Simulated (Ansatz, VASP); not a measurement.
**Two plane-wave programs on Si**

Contents of INCAR:

```
PREC = Accurate
ENCUT = 600
EDIFF = 1E-6
ISMEAR = 0
SIGMA = 0.01
LREAL = F
LASPH = T
NELM = 60
ALGO = Normal
ISIF = 3
LWAVE = F
LCHARG = F
GGA = PE
IBRION = 2
NSW = 80
EDIFFG = -0.005
```

KPOINTS

```
Automatic mesh
0
Gamma
  10 10 10
```

The input POSCAR:

```
Si
1.0
    0.0000000000      2.7150000000      2.7150000000
    2.7150000000      0.0000000000      2.7150000000
    2.7150000000      2.7150000000      0.0000000000
Si
2
Direct
    0.0000000000      0.0000000000      0.0000000000
    0.2500000000      0.2500000000      0.2500000000
```

Input for Ansatz:

```yaml
crystal:
  lattice:
    - [0.0, 2.715, 2.715]
    - [2.715, 0.0, 2.715]
    - [2.715, 2.715, 0.0]
  atoms:
    - { symbol: Si, position: [0.0, 0.0, 0.0] }
    - { symbol: Si, position: [0.25, 0.25, 0.25] }
scf:
  occupations: { method: gaussian, width: 0.01 }
output:
  forces: true
  stress: true
  eigenvalues: true
  write_density: true
  write_potential: true
  elf: true
  volumetric_format: npy
hamiltonian:
  xc: pbe
kpoints:
  mp_grid: { grid: [10, 10, 10] }
relax:
  f_tol: 0.005
  cell: { stress_tol: 0.02 }
```

Alike in both runs: task relaxation of cell and atoms; functional PBE; k mesh 10 × 10 × 10; occupations gaussian, width 0.01 eV; no spin polarisation.

```csv
,VASP,Ansatz
version,VASP 6.6.1,Ansatz 0.2.0
potentials or method,"VASP PAW PBE potentials, release 64 (Si)","scalar-relativistic, plane waves, PAW"
plane-wave cutoff (eV),600,420
valence electrons in the cell,8,8
```

VASP gave:

| Property | Result |
| --- | --- |
| gap on the k mesh at the Fermi level, each at its own relaxed structure (eV) | 0.62 |
| relaxed volume (Å³/atom) | 20.44 |
| relaxed cell length with the largest relative difference (Å) | 3.867 |

**Question.** Which values does Ansatz return?

**Answer.** gap on the k mesh at the Fermi level, each at its own relaxed structure (eV): 0.62; relaxed volume (Å³/atom): 20.46; relaxed cell length with the largest relative difference (Å): 3.868.
